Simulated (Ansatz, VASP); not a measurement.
## SrO in VASP and in Ansatz

```
CELL_PARAMETERS angstrom
3.55329 0.00000 0.00000
-1.77664 3.07724 0.00000
0.00000 0.00000 6.21730
ATOMIC_POSITIONS crystal
Sr 0.33333 0.66667 0.25000
Sr 0.66667 0.33333 0.75000
O 0.00000 0.00000 0.00000
O 0.00000 0.00000 0.50000
```

Alike in both runs: task single point; functional r2SCAN; k mesh 9 × 9 × 6; occupations gaussian, width 0.05 eV; no spin polarisation.

```csv
,VASP,Ansatz
version,VASP 6.6.1,Ansatz 0.2.0
potentials or method,"VASP PAW PBE potentials, release 64 (Sr_sv, O), cutoff 520 eV","scalar-relativistic, plane waves, PAW"
valence electrons in the cell,32,32
```

```csv
,VASP,Ansatz,Ansatz less VASP
gap on the k mesh at the Fermi level (eV),3.52,3.56,+0.041
pressure (GPa),0.1,-0.4,-0.54
```

VASP's potentials were made for PBE, not for r2SCAN.
